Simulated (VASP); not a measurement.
# Sr (Fm-3m) in VASP: notebook, part 3 of 3

VASP 6.6.1. Earlier steps stand in the parts before.

**5. Single point, BLYP (51.81 Å³/atom)**

This run uses another cell than the first one, of 51.81 Å³/atom.

Contents of INCAR:

```
PREC = Accurate
ENCUT = 520
EDIFF = 1E-6
ISMEAR = -1
SIGMA = 0.1
LREAL = False
LASPH = True
NELM = 100
ALGO = Normal
ISIF = 2
LWAVE = False
LCHARG = True
GGA = B5
ALDAX = 1.0
AGGAX = 1.0
AGGAC = 1.0
ALDAC = 0.0
LELF = True
LVHAR = True
NBANDS = 11
```

Contents of KPOINTS:

```
regular mesh
0
Gamma
  15 15 15
```

Contents of POSCAR:

```
Sr
1.0
    0.0000000000      2.9589556154      2.9589556154
    2.9589556154      0.0000000000      2.9589556154
    2.9589556154      2.9589556154      0.0000000000
Sr
1
Direct
    0.0000000000      0.0000000000      0.0000000000
```

Potentials or basis: VASP PAW PBE potentials, release 64 (Sr_sv).

Run with:

```sh
$ cat potpaw_PBE.64/Sr_sv/POTCAR > POTCAR
$ mpirun -np 1 vasp_std > vasp.out
```

OUTCAR:

```text
PREC = Accurate
   ENCUT = 520
   EDIFF = 1E-6
   ISMEAR = -1
   LREAL = False
   LASPH = True
   NELM = 100
   ISIF = 2
   GGA = B5

 ion  position               nearest neighbor table
   1  0.000  0.000  0.000-

  LATTYP: Found a face centered cubic cell.
 ALAT       =     5.9179112308

  Lattice vectors:

 A1 = (   0.0000000000,   2.9589556154,   2.9589556154)
 A2 = (   2.9589556154,   0.0000000000,   2.9589556154)
 A3 = (   2.9589556154,   2.9589556154,   0.0000000000)

Analysis of symmetry for initial positions (statically):
=====================================================================
 Subroutine PRICEL returns:
 Original cell was already a primitive cell.

 Routine SETGRP: Setting up the symmetry group for a
 face centered cubic supercell.

 Subroutine GETGRP returns: Found 48 space group operations
 (whereof 48 operations were pure point group operations)
 out of a pool of 48 trial point group operations.

The static configuration has the point symmetry O_h .

Analysis of symmetry for dynamics (positions and initial velocities):
[... 162 lines left out ...]

 k-point     1 :       0.0000    0.0000    0.0000
  band No.  band energies     occupation
      1     -34.3382      2.00000
      2     -16.2763      2.00000
      3     -16.2763      2.00000
      4     -16.2763      2.00000
      5      -1.4400      2.00000
      6       4.4989      0.00000
      7       4.4989      0.00000
      8       4.4989      0.00000
      9       5.9861      0.00000
     10       5.9861      0.00000
     11       9.7100      0.00000
[... 309 lines left out ...]
 k-point    24 :       0.2000    0.1333    0.0000
  band No.  band energies     occupation
      1     -34.3316      2.00000
      2     -16.3449      2.00000
      3     -16.2983      2.00000
      4     -16.2963      2.00000
      5      -0.7771      2.00000
      6       3.7619      0.00000
      7       4.7441      0.00000
      8       4.8136      0.00000
      9       5.1820      0.00000
     10       6.2071      0.00000
     11      10.7413      0.00000

 [... further k-points ...]

------------------------ aborting loop because EDIFF is reached ----------------------------------------

  FORCE on cell =-STRESS in cart. coord.  units (eV):
  Direction    XX          YY          ZZ          XY          YZ          ZX
  --------------------------------------------------------------------------------------
  -------------------------------------------------------------------------------------
  Total        0.3406904      0.3406904      0.3406904      0.0000000     -0.0000000     -0.0000000
  in kB       10.5347721     10.5347721     10.5347721      0.0000000     -0.0000000     -0.0000000
  external PRESSURE =      10.5347721 kB  Pullay stress =       0.0000000 kB

 VOLUME and BASIS-vectors are now :
 -----------------------------------------------------------------------------
  energy-cutoff  :      520.00
  volume of cell :       51.81
      direct lattice vectors                 reciprocal lattice vectors
     0.000000000  2.958955615  2.958955615    -0.168978540  0.168978540  0.168978540
     2.958955615  0.000000000  2.958955615     0.168978540 -0.168978540  0.168978540
     2.958955615  2.958955615  0.000000000     0.168978540  0.168978540 -0.168978540

 POSITION                                       TOTAL-FORCE (eV/Angst)
 -----------------------------------------------------------------------------------
      0.00000      0.00000      0.00000         0.000000      0.000000      0.000000
 -----------------------------------------------------------------------------------
    total drift:                                0.000000      0.000000      0.000000

  FREE ENERGIE OF THE ION-ELECTRON SYSTEM (eV)
  ---------------------------------------------------
  free  energy   TOTEN  =        -0.9390721541 eV

  energy  without entropy=       -0.8988290422  energy(sigma->0) =       -0.91895060
```

OSZICAR:

```text
N       E                     dE             d eps       ncg     rms          rms(c)
DAV:   1     0.346484403823E+02    0.34648E+02   -0.48056E+03  2640   0.784E+02
DAV:   2     0.642593833511E+00   -0.34006E+02   -0.33456E+02  3102   0.150E+02
DAV:   3    -0.847231546337E+00   -0.14898E+01   -0.14679E+01  3790   0.230E+01
DAV:   4    -0.935755229453E+00   -0.88524E-01   -0.88298E-01  3495   0.483E+00
DAV:   5    -0.937596033573E+00   -0.18408E-02   -0.18407E-02  3585   0.557E-01    0.110E+01
DAV:   6    -0.937568145488E+00    0.27888E-04   -0.45061E-03  3110   0.606E-01    0.645E+00
DAV:   7    -0.938305575241E+00   -0.73743E-03   -0.11284E-02  3021   0.839E-01    0.139E-01
DAV:   8    -0.938855009831E+00   -0.54943E-03   -0.16152E-03  3885   0.221E-01    0.525E-02
DAV:   9    -0.938974446223E+00   -0.11944E-03   -0.10728E-04  3500   0.472E-02    0.323E-02
DAV:  10    -0.939067354158E+00   -0.92908E-04   -0.27562E-04  3105   0.567E-02    0.161E-02
DAV:  11    -0.939069144587E+00   -0.17904E-05   -0.13050E-06  3654   0.582E-03    0.109E-02
DAV:  12    -0.939072059188E+00   -0.29146E-05   -0.55625E-06  3268   0.140E-02    0.187E-03
DAV:  13    -0.939072154105E+00   -0.94917E-07   -0.17075E-07  1540   0.336E-03
   1 F= -.93907215E+00 E0= -.91895060E+00  d E =-.402431E-01
```

stdout:

```text
POSCAR found type information on POSCAR Sr
 POSCAR found :  1 types and       1 ions
 scaLAPACK will be used
 -----------------------------------------------------------------------------
|                                                                             |
|                                                                             |
|     You enforced a specific xc type in the INCAR file but a different       |
|     I HOPE YOU KNOW WHAT YOU ARE DOING!                                     |
|                                                                             |
 -----------------------------------------------------------------------------

 LDA part: xc-table for (Slater(with rela. corr.)+VWN5), standard interpolation
 POSCAR, INCAR and KPOINTS ok, starting setup
 FFT: planning ... GRIDC
 FFT: planning ... GRID_SOFT
 FFT: planning ... GRID
 WAVECAR not read
 entering main loop
```

It took 71 s on 1 thread of AMD EPYC 7R43 (Zen 3), shared host; peak memory 0.18 GiB.

What came out:

```
Free energy : -0.9391 eV
Pressure    : 1.1 GPa
```

Levels at points of the mesh, in eV from the Fermi level:
| k point | band 3 | band 4 | band 5 | band 6 | band 7 | band 8 |
| --- | --- | --- | --- | --- | --- | --- |
| (0.00, 0.00, 0.00) | -18.53 | -18.53 | -3.70 | 2.24 | 2.24 | 2.24 |

Caveat: the PAW data sets were made with another functional, which shifts forces and pressure a little.

**6. Single point, BLYP (54.07 Å³/atom)**

This run uses another cell than the first one, of 54.07 Å³/atom.

Contents of INCAR:

```
SYSTEM = Sr
AGGAC = 1.0
AGGAX = 1.0
ALDAC = 0.0
ALDAX = 1.0
ALGO = Normal
EDIFF = 1E-6
ENCUT = 520
GGA = B5
ISIF = 2
ISMEAR = -1
LASPH = .TRUE.
LCHARG = .TRUE.
LELF = .TRUE.
LREAL = .FALSE.
LVHAR = .TRUE.
LWAVE = .FALSE.
NBANDS = 11
NELM = 100
PREC = Accurate
SIGMA = 0.1
```

Contents of KPOINTS:

```
k-points
0
G
  15 15 15
  0 0 0
```

Contents of POSCAR:

```
Sr
1.0
    0.0000000000      3.0012321217      3.0012321217
    3.0012321217      0.0000000000      3.0012321217
    3.0012321217      3.0012321217      0.0000000000
Sr
1
Direct
    0.0000000000      0.0000000000      0.0000000000
```

Potentials or basis: VASP PAW PBE potentials, release 64 (Sr_sv).

Run with:

```sh
$ cat potpaw_PBE.64/Sr_sv/POTCAR > POTCAR
$ mpirun -np 1 vasp_std > vasp.out
```

Wall time 76 s (1 thread of AMD EPYC 7R43 (Zen 3), shared host); peak memory 0.18 GiB.

Results (log left out):

| Property | Result |
| --- | --- |
| Free energy | -0.9499 eV |
| Pressure | 0.5 GPa |

Levels at points of the mesh, in eV from the Fermi level:
```tsv
k point	band 3	band 4	band 5	band 6	band 7	band 8
(0.00, 0.00, 0.00)	-18.62	-18.62	-3.63	2.20	2.20	2.20
```

Caveat: the PAW data sets were made with another functional, which shifts forces and pressure a little.

**7. Summary**

```csv
task,cell,k mesh,cutoff (eV),pressure (GPa)
single point,"a = 4.303 Å, angles 60.0°, 1 atom",9 × 9 × 9,520,0.0
relaxation of cell and atoms,"relaxed from a = 4.303 Å, angles 60.0°, 1 atom",9 × 9 × 9,600,0.0
single point,"a = 4.123 Å, angles 60.0°, 1 atom",15 × 15 × 15,520,1.7
single point,"a = 4.185 Å, angles 60.0°, 1 atom",15 × 15 × 15,520,1.1
single point,"a = 4.244 Å, angles 60.0°, 1 atom",15 × 15 × 15,520,0.5
```

Alike in all rows: level BLYP; potentials or basis VASP PAW PBE potentials, release 64 (Sr_sv); no spin polarisation; smearing fermi-dirac 0.1 eV.

Caveats: the PAW data sets were made with another functional, which shifts forces and pressure a little; the relaxation stopped at its first step, so nothing moved (at least some runs).

Total energies depend on the potentials used, so only differences within one code and one set of settings carry meaning.
